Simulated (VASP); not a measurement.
# Ni4H8NO8 (a cell with a defect) in VASP: a series of runs

The runs below take Ni4H8NO8 (a cell with a defect) through single point, with LDA.

All numbers are computed with VASP 6.6.1; they aren't measurements. Logs are shortened: lines on timing, memory, paths and dates and some standing lists are left out, and cuts for length are marked.

### 1 The cell of the first run

The cell holds a defect, 21 atoms: a = 6.288 Å, b = 6.294 Å, c = 6.720 Å, α = 86.23°, β = 86.03°, γ = 60.04°.

### 2 Single point, LDA, collinear spin, ferromagnetic start

File INCAR:

```
PREC = Accurate ; ENCUT = 520
EDIFF = 1E-6 ; ISMEAR = -1
SIGMA = 0.05 ; LREAL = Auto
LASPH = T ; NELM = 200
ALGO = Normal ; ISIF = 2
LWAVE = F ; LCHARG = F
ISPIN = 2 ; MAGMOM = 1.38 1.33 0.72 1.38 0 0 0 0 0 0 0 0 0.08 0.07 0.08 0.07 0.08 0.07 0.07 0.09 1.15
LORBIT = 11 ; LMAXMIX = 4
NBANDS = 86 ; GGA_COMPAT = F
```

File KPOINTS:

```
regular mesh
0
Gamma
  2 2 1
```

File POSCAR:

```
Ni4H8NO8
1.0
    6.2881770000      0.0000000000      0.0000000000
    3.1433160000      5.4528830000      0.0000000000
    0.4656550000      0.2418370000      6.6999830000
Ni H O N
4 8 8 1
Direct
    0.0736923639      0.4633914351     -0.0145522757
    0.0430020324      0.9431908952     -0.0037612036
    0.5521277079      0.4542956602      0.0127313756
    0.5522859792      0.9334700474      0.0198358712
    0.3523522309      0.2648410765      0.2851201264
    0.2694941341      0.0884391260      0.7060614930
    0.3481912701      0.7432099354      0.2640752969
    0.3082739699      0.5157267132      0.7091659785
    0.8096790826      0.3148783985      0.2762395069
    0.7292363988      0.1903247497      0.7148674855
    1.0103528050      0.7259276146      0.2497618278
    0.6187262202      0.6685546897      0.7457481609
    0.3706967820      0.2667706362      0.1394779658
    0.2320150543      0.0958861417      0.8457931908
    0.3555319783      0.7841622705      0.1180749265
    0.2558778325      0.5622617661      0.8644350292
    0.8686990352      0.2846533276      0.1290898798
    0.7488262443      0.1226343705      0.8662410039
    0.8972386121      0.7540007601      0.1444033515
    0.7306044145      0.6354630430      0.8613006929
    0.5971844853      0.4290249519      0.4948669273
```

Potentials or basis: VASP PAW LDA potentials, release 64 (Ni_sv_GW, H, O, N).

The run is started by

```bash
$ cat potpaw_LDA.64/Ni_sv_GW/POTCAR potpaw_LDA.64/H/POTCAR potpaw_LDA.64/O/POTCAR potpaw_LDA.64/N/POTCAR > POTCAR
$ mpirun -np 1 vasp_std > vasp.out
```

OUTCAR:

```text
PREC = Accurate
   ENCUT = 520
   EDIFF = 1E-6
   ISMEAR = -1
   LREAL = Auto
   LASPH = T
   NELM = 200
   ISIF = 2
   ISPIN = 2
   LORBIT = 11

 ion  position               nearest neighbor table
   1  0.074  0.463  0.985-  16 1.70  19 1.95  13 1.97  20 2.08  17 2.23  14 2.25
   2  0.043  0.943  0.996-  18 1.86  15 1.92  19 2.01  14 2.05  17 2.09  16 2.29
   3  0.552  0.454  0.013-  17 1.92  16 1.96  15 1.96  18 2.09  13 2.12  20 2.14
   4  0.552  0.933  0.020-  15 1.95  20 1.98  13 2.01  19 2.09  14 2.14  18 2.27
   5  0.352  0.265  0.285-  13 0.98
   6  0.269  0.088  0.706-  14 0.95
   7  0.348  0.743  0.264-  15 1.00
   8  0.308  0.516  0.709-  16 1.09
   9  0.810  0.315  0.276-  17 1.03
  10  0.729  0.190  0.715-  18 1.07
  11  0.010  0.726  0.250-  19 0.98
  12  0.619  0.669  0.746-  20 1.02
  13  0.371  0.267  0.139-   5 0.98   1 1.97   4 2.01   3 2.12
  14  0.232  0.096  0.846-   6 0.95   2 2.05   4 2.14   1 2.25
  15  0.356  0.784  0.118-   7 1.00   2 1.92   4 1.95   3 1.96
  16  0.256  0.562  0.864-   8 1.09   1 1.70   3 1.96   2 2.29
  17  0.869  0.285  0.129-   9 1.03   3 1.92   2 2.09   1 2.23
  18  0.749  0.123  0.866-  10 1.07   2 1.86   3 2.09   4 2.27
  19  0.897  0.754  0.144-  11 0.98   1 1.95   2 2.01   4 2.09
  20  0.731  0.635  0.861-  12 1.02   4 1.98   1 2.08   3 2.14
  21  0.597  0.429  0.495-

  Warning from LATTYP: Got some problem with cell dimensions!
  Tried to take original basis but could not verify dimensions!
  LATTYP: Found a triclinic cell.
 ALAT       =     6.2881770000
 B/A-ratio  =     1.0010478992
 C/A-ratio  =     1.0687513872
 COS(alpha) =     0.0034443908
 COS(beta)  =     0.0692887651
 COS(gamma) =     0.4995993199

  Lattice vectors:

 A1 = (  -6.2881770000,   0.0000000000,   0.0000000000)
 A2 = (  -3.1448610000,   5.4528830000,   0.0000000000)
 A3 = (  -0.4656550000,  -0.2418370000,  -6.6999830000)

Analysis of symmetry for initial positions (statically):
=====================================================================
 Subroutine PRICEL returns:
 Original cell was already a primitive cell.

 Routine SETGRP: Setting up the symmetry group for a
 triclinic supercell.

 Subroutine GETGRP returns: Found  1 space group operations
 (whereof  1 operations were pure point group operations)
 out of a pool of  2 trial point group operations.

The static configuration has the point symmetry C_1 .

Analysis of symmetry for dynamics (positions and initial velocities):
=====================================================================
 Subroutine PRICEL returns:
 Original cell was already a primitive cell.

 Routine SETGRP: Setting up the symmetry group for a
 triclinic supercell.

 Subroutine GETGRP returns: Found  1 space group operations
 (whereof  1 operations were pure point group operations)
 out of a pool of  2 trial point group operations.

The dynamic configuration has the point symmetry C_1 .

Analysis of structural, dynamic, and magnetic symmetry:
=====================================================================
 Subroutine PRICEL returns:
 Original cell was already a primitive cell.

 Routine SETGRP: Setting up the symmetry group for a
 triclinic supercell.

 Subroutine GETGRP returns: Found  1 space group operations
 (whereof  1 operations were pure point group operations)
 out of a pool of  2 trial point group operations.

The overall configuration has the point symmetry C_1 .

 Subroutine INISYM returns: Found  1 space group operations
 (whereof  1 operations are pure point group operations),
 and found     1 'primitive' translations

----------------------------------------------------------------------------------------

                                     Primitive cell

  volume of cell :     229.7337

  direct lattice vectors                    reciprocal lattice vectors
     6.288177000  0.000000000  0.000000000     0.159028602 -0.091672084 -0.007743715
[... 87 lines left out ...]
   total plane-waves  NPLWV = 115200
   dimension x,y,z NGX =    48 NGY =   48 NGZ =   50
   dimension x,y,z NGXF=    96 NGYF=   96 NGZF=  100
   ions per type =               4   8   8   1
   NGX,Y,Z   is equivalent  to a cutoff of  12.69, 12.68, 12.37 a.u.
   NGXF,Y,Z  is equivalent  to a cutoff of  25.38, 25.36, 24.74 a.u.
 SYSTEM =  unknown system
   PREC   = accura    normal or accurate (medium, high low for compatibility)
   ISTART =      0    job   : 0-new  1-cont  2-samecut
   ICHARG =      2    charge: 1-file 2-atom 10-const
   ISPIN  =      2    spin polarized calculation?
   LNONCOLLINEAR =      F non collinear calculations
   LSORBIT =      F    spin-orbit coupling
   LASPH  =      T    aspherical Exc in radial PAW
   ENCUT  =  520.0 eV  38.22 Ry    6.18 a.u.  11.69 11.70 12.50*2*pi/ulx,y,z
   NELM   =    200;   NELMIN=  2; NELMDL= -5     # of ELM steps
   EDIFF  = 0.1E-05   stopping-criterion for ELM
   LREAL  =      T    real-space projection
   EDIFFG = 0.1E-04   stopping-criterion for IOM
   NSW    =      0    number of steps for IOM
   IBRION =     -1    ionic relax: 0-MD 1-quasi-New 2-CG
   NFREE  =      0    steps in history (QN), initial steepest desc. (CG)
   ISIF   =      2    stress and relaxation
   ISYM   =      2    0-nonsym 1-usesym 2-fastsym
   POTIM  = 0.5000    time-step for ionic-motion
   TEBEG  =    0.0;   TEEND  =   0.0 temperature during run
   PSTRESS=    0.0 pullay stress
   NELECT =     133.0000    total number of electrons
   NUPDOWN=      -1.0000    fix difference up-down
   EMIN   =  10.00;   EMAX   =-10.00  energy-range for DOS
   EFERMI =   0.00;   METHOD = LEGACY
   ISMEAR =    -1;   SIGMA  =   0.05  broadening in eV -4-tet -1-fermi 0-gaus
   EFERMI_NEDOS =   21; number of points for ismear=-14 and -15
   IALGO  =     38    algorithm
   IMIX   =      4    mixing-type and parameters
     AMIX     =   0.40;   BMIX     =  1.00
     AMIX_MAG =   1.60;   BMIX_MAG =  1.00
  volume/ion in A,a.u.               =      10.94        73.82
  Fermi-wavevector in a.u.,A,eV,Ry     =   1.364428  2.578394 25.329459  1.861663
  Thomas-Fermi vector in A             =   2.490744
   LORBIT       =     11    0 simple, 1 ext, 2 COOP (PROOUT), +10 PAW based schemes
   GGA     = CA    functional components
   LHFCALC =     F    Hartree Fock is set to
   AEXX    =    0.0000 exact exchange contribution
   IVDW    =     0    specifies the selected vdW correction
   LEPSILON=     F    determine dielectric tensor
   LRPA    =     F    only Hartree local field effects (RPA)
 spin polarized calculation
  energy-cutoff  :      520.00
  volume of cell :      229.73
 maximum number of plane-waves:      6208
 NGX is ok and might be reduce to    48
   NGX = 23   NGY = 23   NGZ = 25

 number of electron     133.0000003 magnetization       4.9513092

 Free energy of the ion-electron system (eV)
  ---------------------------------------------------
  ext. energy  EPLUGINS =         0.00000000
  ---------------------------------------------------
  free energy    TOTEN  =      -120.48642493 eV

  energy without entropy =     -120.43113909  energy(sigma->0) =     -120.45878201

 E-fermi :   0.9514     XC(G=0):  -9.1831

 val. band max:        0.9413411483   @ k =   0.5000   0.5000   0.0000
 cond. band min:       1.0340870962   @ k =   0.0000   0.5000  -0.0000
 fundamental gap:      0.0927459479
 Fermi energy:         0.9514339784

 spin component 1

 k-point     1 :       0.0000    0.0000    0.0000
  band No.  band energies     occupation
      1    -102.5059      1.00000
      2    -102.3938      1.00000
      3    -102.3518      1.00000
      4    -102.2985      1.00000
      5     -63.6684      1.00000
      6     -63.5225      1.00000
[... 313 lines left out ...]
     77       7.2172      0.00000
     78       7.4591      0.00000
 Fermi energy:         0.9514339784

 spin component 2

 k-point     1 :       0.0000    0.0000    0.0000
  band No.  band energies     occupation
      1    -101.0089      1.00000
      2    -100.9654      1.00000
      3    -100.8433      1.00000
      4    -100.6096      1.00000
      5     -62.2869      1.00000
      6     -62.2258      1.00000
[... 313 lines left out ...]
     77       7.0980      0.00000
     78       7.4563      0.00000
 [bands above 78 left out]

------------------------ aborting loop because EDIFF is reached ----------------------------------------

  FORCE on cell =-STRESS in cart. coord.  units (eV):
  Direction    XX          YY          ZZ          XY          YZ          ZX
  --------------------------------------------------------------------------------------
  -------------------------------------------------------------------------------------
  Total      -10.1700938    -11.9559031     -6.5582282      2.3270593     -1.4897043     -1.0765201
  in kB      -70.9268875    -83.3812365    -45.7375052     16.2290609    -10.3892936     -7.5077204
  external PRESSURE =     -66.6818764 kB  Pullay stress =       0.0000000 kB

 VOLUME and BASIS-vectors are now :
 -----------------------------------------------------------------------------
  energy-cutoff  :      520.00
  volume of cell :      229.73
      direct lattice vectors                 reciprocal lattice vectors
     6.288177000  0.000000000  0.000000000     0.159028602 -0.091672084 -0.007743715
     3.143316000  5.452883000  0.000000000     0.000000000  0.183389227 -0.006619465
     0.465655000  0.241837000  6.699983000     0.000000000  0.000000000  0.149254110

 POSITION                                       TOTAL-FORCE (eV/Angst)
 -----------------------------------------------------------------------------------
      2.37886      2.76514      6.60248        -4.648103     -2.946241      1.631269
      3.69905      5.38404      6.67478         0.842443      0.996591     -0.843711
      4.90580      2.48030      0.08530         0.198116     -1.508049     -1.068319
      6.41630      5.09490      0.13290         0.205310      0.944429     -1.110764
      3.18090      1.51310      1.91030         0.091729      0.051610      0.259045
      2.30140      0.65300      4.73060         0.024720     -0.092419     -1.452985
[... 13 lines left out ...]
      6.99270      3.67340      5.77070        -1.444996      0.504453     -0.488392
      5.33420      2.45910      3.31560        -0.479988     -0.115527      0.331736
 -----------------------------------------------------------------------------------
    total drift:                                0.006066      0.011668      0.013161

  FREE ENERGIE OF THE ION-ELECTRON SYSTEM (eV)
  ---------------------------------------------------
  free  energy   TOTEN  =      -120.4864249260 eV

  energy  without entropy=     -120.4311390871  energy(sigma->0) =     -120.45878201

 total charge

# of ion       s       p       d       f       tot
--------------------------------------------------
    1        2.190   6.327   7.758   0.017  16.291
    2        2.178   6.292   7.747   0.012  16.229
    3        2.181   6.290   7.744   0.012  16.226
    4        2.161   6.248   7.749   0.009  16.167
    5        0.602   0.121   0.000   0.000   0.723
    6        0.637   0.141   0.000   0.000   0.778
[... 13 lines left out ...]
   20        1.547   3.474   0.000   0.000   5.021
   21        1.304   2.031   0.000   0.000   3.336
--------------------------------------------------
tot         26.879  55.986  30.998   0.050 113.912

 magnetization (x)

# of ion       s       p       d       f       tot
--------------------------------------------------
    1        0.003   0.015   1.255   0.000   1.274
    2        0.003   0.005   1.206   0.000   1.214
    3        0.002   0.004   1.226   0.000   1.232
    4        0.003   0.005   1.479   0.000   1.488
    5        0.001   0.002   0.000   0.000   0.003
    6        0.001   0.004   0.000   0.000   0.005
[... 13 lines left out ...]
   20        0.019   0.162   0.000   0.000   0.181
   21       -0.026  -1.071   0.000   0.000  -1.096
--------------------------------------------------
tot          0.159  -0.015   5.166   0.002   5.311
```

Wall time 12 min (1 thread of AMD EPYC 7R13 (Zen 3), shared host); peak memory 0.35 GiB.

Results:

```
Free energy                                           : -120.4864 eV
Pressure                                              : -6.7 GPa
Largest force                                         : 5.740 eV/Å
Net moment                                            : 4.95 μB per cell
Site moments                                          : Ni +1.27, +1.21, +1.23, +1.49; H +0.00, +0.01 (each value once); O +0.17, +0.20, +0.12, +0.11, +0.10, +0.18 (each value once); N -1.10 μB
Valence electrons inside the program's atomic spheres : Ni 16.29, 16.23, 16.17 (each value once); H 0.72, 0.78, 0.68, 0.55, 0.64, 0.58, 0.71 (each value once); O 5.07, 5.06, 5.08, 5.05, 5.01, 5.00, 5.02 (each value once); N 3.34
```

Forces in eV/Å, atoms in the order of the input:
```
Ni  -4.648 -2.946  1.631
Ni   0.842  0.997 -0.844
Ni   0.198 -1.508 -1.068
Ni   0.205  0.944 -1.111
H    0.092  0.052  0.259
H    0.025 -0.092 -1.453
H    0.466  0.031 -0.048
H    0.362  0.696  1.727
H    0.155 -0.163  0.177
H    0.049 -0.422  1.181
H   -0.662  0.084  0.635
H    1.339 -0.555  0.394
O    0.396 -0.276  0.097
O    0.278  0.559  2.049
O   -0.432 -0.562  1.605
O    3.092  1.304 -4.022
O    0.493  0.365  0.559
O   -1.062  0.759 -1.271
O    0.737  0.343 -0.340
O   -1.445  0.504 -0.488
N   -0.480 -0.116  0.332
```

Stress tensor (GPa, compression positive):
```
-7.09  1.62 -0.75
 1.62 -8.34 -1.04
-0.75 -1.04 -4.57
```

Levels at points of the mesh, in eV from the Fermi level:
Spin up:
```
           k point  band 66  band 67  band 68  band 69  band 70  band 71  band 72  band 73
(0.00, 0.00, 0.00)    -0.35    -0.19    -0.08    -0.02     0.16     0.27     0.45     1.71
(0.50, 0.00, 0.00)    -0.65    -0.47    -0.45    -0.32    -0.09     0.42     0.53     3.16
(0.00, 0.50, 0.00)    -0.74    -0.61    -0.22    -0.06     0.08     0.34     0.47     3.23
(0.50, 0.50, 0.00)    -0.79    -0.45    -0.39    -0.01     0.13     0.18     0.54     3.24
```
Spin down:
```tsv
k point	band 62	band 63	band 64	band 65	band 66	band 67
(0.00, 0.00, 0.00)	-0.96	-0.82	-0.78	0.20	0.33	0.40
(0.50, 0.00, 0.00)	-0.84	-0.77	-0.52	0.29	0.36	0.45
(0.00, 0.50, 0.00)	-0.81	-0.67	-0.65	0.20	0.36	0.45
(0.50, 0.50, 0.00)	-0.75	-0.69	-0.58	0.14	0.30	0.50
```

Caveat: the k points lie up to 0.94 Å⁻¹ apart, too coarse for converged energies, forces and pressures.

### 3 Single point, LDA, collinear spin, ferromagnetic start

File INCAR:

```
PREC = Accurate
ENCUT = 520
EDIFF = 1E-6
ISMEAR = -1
SIGMA = 0.05
LREAL = Auto
LASPH = T
NELM = 200
ALGO = Normal
ISIF = 2
LWAVE = F
LCHARG = T
ISPIN = 2
MAGMOM = 1.38 1.33 0.72 1.38 0 0 0 0 0 0 0 0 0.08 0.07 0.08 0.07 0.08 0.07 0.07 0.09 1.15
LORBIT = 11
LMAXMIX = 4
GGA = CA
LELF = T
LVHAR = T
NBANDS = 86
GGA_COMPAT = F
```

File KPOINTS:

```
Automatic mesh
0
Gamma
  2 2 1
```

File POSCAR:

```
Ni4H8NO8
1.0
    6.2881770000      0.0000000000      0.0000000000
    3.1433160000      5.4528830000      0.0000000000
    0.4656550000      0.2418370000      6.6999830000
Ni H O N
4 8 8 1
Direct
    0.0685668974      0.4581215749     -0.0102686828
    0.0476820049      0.9429309910     -0.0012089583
    0.5532839539      0.4518128649      0.0095821139
    0.5540301209      0.9361866753      0.0131642125
    0.3629998735      0.2773574891      0.2849111707
    0.2662344276      0.0967930243      0.7091510531
    0.3528580887      0.7121587543      0.2629111148
    0.2999190710      0.5371387067      0.7287779685
    0.7778352831      0.3312743433      0.2700156105
    0.7076968778      0.2005555817      0.7281511013
    0.9964152766      0.7357981674      0.2463588340
    0.6196275238      0.6549589434      0.7570616224
    0.3748262501      0.2693829022      0.1388809494
    0.2296190829      0.1006338766      0.8557633654
    0.3716247047      0.7718038073      0.1250600188
    0.2564508315      0.5730081040      0.8636141316
    0.8647604012      0.2844549392      0.1331495916
    0.7406955464      0.1292478765      0.8626738307
    0.8917837433      0.7600214330      0.1368361681
    0.7320052596      0.6266048017      0.8596588976
    0.5887110096      0.4381947593      0.4969266340
```

Potentials or basis: VASP PAW LDA potentials, release 64 (Ni_sv_GW, H, O, N).

The run is started by

```bash
$ cat potpaw_LDA.64/Ni_sv_GW/POTCAR potpaw_LDA.64/H/POTCAR potpaw_LDA.64/O/POTCAR potpaw_LDA.64/N/POTCAR > POTCAR
$ mpirun -np 1 vasp_std > vasp.out
```

It took 39 min on 1 thread of Intel Xeon Platinum 8259CL at 2.50GHz (Skylake/Cascade Lake), shared host; peak memory 0.39 GiB.

Results (log left out):

```yaml
Free_energy: -120.2826 eV
Pressure: -5.7 GPa
Largest_force: 3.440 eV/Å
Net_moment: 5.22 μB per cell
Site_moments: Ni +1.32, +1.22, +0.03, +1.48; H +0.00, +0.01 (each value once); O +0.11, +0.17, +0.04, +0.13, +0.12 (each value once); N +0.05 μB
Valence_electrons_inside_the_program's_atomic_spheres: Ni 16.23, 16.20, 16.26, 16.16; H 0.71, 0.69, 0.68, 0.80, 0.66, 0.73, 0.74 (each value once); O 5.05, 5.03, 5.06, 5.13, 5.02, 5.08 (each value once); N 3.34
```

Forces in eV/Å, atoms in the order of the input:
```
Ni  -2.584 -2.011  0.515
Ni   0.502  0.848 -1.057
Ni   0.162 -1.540 -1.183
Ni   0.199  0.687 -0.485
H    0.165 -0.071  0.259
H   -0.344  0.049  0.687
H    0.854  0.065  0.606
H    0.696 -0.654 -3.305
H    0.160 -0.016  1.250
H    0.134  0.562 -2.132
H   -0.504  0.056  0.981
H   -0.281 -0.258 -1.834
O    0.301 -0.135 -0.027
O    0.618  0.346 -0.117
O   -0.956 -0.393  0.544
O    0.862  1.758  2.308
O    0.338  0.441 -0.321
O   -0.747 -0.282  2.400
O    0.654  0.255 -0.589
O    0.211  0.386  1.582
N   -0.438 -0.094 -0.079
```

Stress tensor (GPa, compression positive):
```
-8.80  1.30  0.46
 1.30 -8.99 -0.80
 0.46 -0.80  0.80
```

Levels at points of the mesh, in eV from the Fermi level:
Spin up:
```tsv
k point	band 67	band 68	band 69	band 70	band 71	band 72
(0.00, 0.00, 0.00)	-0.17	-0.10	0.03	0.04	0.30	0.57
(0.50, 0.00, 0.00)	-0.60	-0.31	-0.11	0.11	0.19	0.32
(0.00, 0.50, 0.00)	-0.38	-0.20	-0.13	0.07	0.16	0.27
(0.50, 0.50, 0.00)	-0.43	-0.27	-0.15	-0.06	0.18	0.45
```
Spin down:
```
           k point  band 62  band 63  band 64  band 65  band 66  band 67
(0.00, 0.00, 0.00)    -0.56    -0.35     0.05     0.21     0.25     0.53
(0.50, 0.00, 0.00)    -0.59    -0.56    -0.01     0.12     0.26     0.54
(0.00, 0.50, 0.00)    -0.56    -0.41    -0.09     0.05     0.34     0.56
(0.50, 0.50, 0.00)    -0.57    -0.37    -0.08    -0.03     0.22     0.49
```

Caveat: the k points lie up to 0.94 Å⁻¹ apart, too coarse for converged energies, forces and pressures.
